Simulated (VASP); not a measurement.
Wanted: the native input for a VASP 6.6.1 run.

* Task: single point
* Functional: PBEsol
* Potentials or basis: VASP PAW PBE potentials, release 64 (Cu, Au)
* Cutoff: 520 eV
* k mesh: 10 × 10 × 10
* Occupations: fermi-dirac, width 0.1 eV
* Spin: no spin polarisation
* Dipole correction: no
* Further INCAR settings: ALGO = Normal; EDIFF = 1e-06; NBANDS = 18

The structure of CuAu lies in POSCAR:

```
CuAu
1.0
    1.4173897905      0.8183303771      4.1745830644
   -1.4173897905      0.8183303771      4.1745830644
    0.0000000000     -1.6366607542      4.1745830644
Cu Au
1 1
Direct
    0.5000000000      0.5000000000      0.5000000000
    0.0000000000      0.0000000000      0.0000000000
```

These files were run (other wordings do the same):

INCAR

```
ALGO     = Normal         # electronic algorithm
EDIFF    = 1E-6           # SCF threshold, eV
ENCUT    = 520            # plane-wave cutoff, eV
GGA      = PS             # functional
ISIF     = 2              # what is computed and relaxed
ISMEAR   = -1             # smearing method
LASPH    = T              # aspherical terms in the spheres
LCHARG   = F              # write CHGCAR
LREAL    = F              # projectors in reciprocal space
LWAVE    = F              # write WAVECAR
NBANDS   = 18             # bands
NELM     = 80             # most SCF steps
PREC     = Accurate       # precision mode
SIGMA    = 0.1            # smearing width, eV
```

KPOINTS

```
k-points
0
Gamma
  10 10 10
```

Potentials or basis: VASP PAW PBE potentials, release 64 (Cu, Au).

Launch:

```console
$ cat potpaw_PBE.64/Cu/POTCAR potpaw_PBE.64/Au/POTCAR > POTCAR
$ mpirun -np 1 vasp_std > vasp.out
```

Results of the run:

```
Pressure               : 0.0 GPa
Band gap on the k mesh : zero (bands 11 and 12 overlap by 4.76 eV)
```

Caveat: the PAW data sets were made with another functional, which shifts forces and pressure a little; spin-orbit coupling is left out, which moves the levels of the heavy elements.

Wall time 80 s on 1 thread of Intel(R) Xeon(R) Platinum 8488C (Sapphire Rapids) (shared host), peak memory 0.25 GiB.
